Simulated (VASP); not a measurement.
Si2Ge3:

```
CELL_PARAMETERS angstrom
2.92204 0.00000 0.00000
-1.46102 2.53056 0.00000
0.00000 0.00000 23.86811
ATOMIC_POSITIONS crystal
Si 0.33333 0.66667 0.70000
Si 0.33333 0.66667 0.30000
Si 0.66667 0.33333 0.40000
Si 0.66667 0.33333 0.60000
Ge 0.33333 0.66667 0.90000
Ge 0.33333 0.66667 0.10000
Ge 0.33333 0.66667 0.50000
Ge 0.66667 0.33333 0.80000
Ge 0.66667 0.33333 0.00000
Ge 0.66667 0.33333 0.20000
```

* Program: VASP 6.6.1
* Task: relaxation of cell and atoms
* Functional: PBE
* Potentials or basis: VASP PAW PBE potentials, release 64 (Si, Ge_d)
* Cutoff: 600 eV
* k mesh: 6 × 6 × 1
* Occupations: gaussian, width 0.1 eV
* Spin: no spin polarisation

At the start: pressure 0.0 GPa; volume 17.65 Å³/atom.

Question: How do energy, volume and symmetry change on relaxing?

Answer: Over 43 steps the energy falls by 94.0 meV/atom and the volume is 17.66 Å³/atom (+0.1 %); space group P-6m2 (No. 187, to 0.1 Å) before and after.

The path:
| step | energy change (eV) | largest force (eV/Å) | pressure (GPa) | volume (Å³) |
| --- | --- | --- | --- | --- |
| 1 | 0.0000 | 0.4539 | 0.04 | 176.49 |
| 3 | -0.2756 | 0.6491 | -0.83 | 176.97 |
| 5 | -0.6081 | 0.1232 | -0.50 | 177.12 |
| 7 | -0.6670 | 0.2597 | 0.27 | 176.22 |
| 9 | -0.6699 | 0.3337 | 0.55 | 175.99 |
| 11 | -0.6984 | 0.1921 | -0.46 | 178.05 |
| 13 | -0.7070 | 0.1624 | -0.43 | 177.48 |
| 15 | -0.7185 | 0.1478 | 0.75 | 174.17 |
| 17 | -0.7326 | 0.1898 | 0.26 | 174.14 |
| 19 | -0.7385 | 0.2181 | 0.12 | 174.46 |
| 21 | -0.7610 | 0.1656 | -1.16 | 177.48 |
| 23 | -0.7731 | 0.1526 | -1.04 | 177.03 |
| 25 | -0.8041 | 0.2647 | 0.09 | 175.01 |
| 27 | -0.8386 | 0.2713 | 0.11 | 174.20 |
| 29 | -0.8891 | 0.1998 | 0.55 | 174.26 |
| 31 | -0.9046 | 0.1827 | 0.82 | 174.30 |
| 33 | -0.9090 | 0.2224 | 0.97 | 174.32 |
| 35 | -0.9265 | 0.1772 | -0.16 | 177.81 |
| 37 | -0.9342 | 0.0914 | -0.29 | 177.59 |
| 39 | -0.9373 | 0.0779 | -0.06 | 177.24 |
| 41 | -0.9387 | 0.0522 | 0.21 | 176.79 |
| 43 | -0.9396 | 0.0375 | 0.16 | 176.60 |

Final structure:
```
Si Ge
1.0
     2.98950    0.00000    0.00000
    -1.49475    2.58899    0.00000
     0.00000    0.00000   22.81678
Si Ge
4 6
Direct
  0.33333 0.66667 0.67495
  0.33333 0.66667 0.32505
  0.66667 0.33333 0.40663
  0.66667 0.33333 0.59337
  0.33333 0.66667 0.88050
  0.33333 0.66667 0.11950
  0.33333 0.66667 0.50000
  0.66667 0.33333 0.76894
  0.66667 0.33333 0.00000
  0.66667 0.33333 0.23106
```

Caveat: the k points lie up to 0.40 Å⁻¹ apart in the final cell, too coarse for converged energies and pressures of a metal.
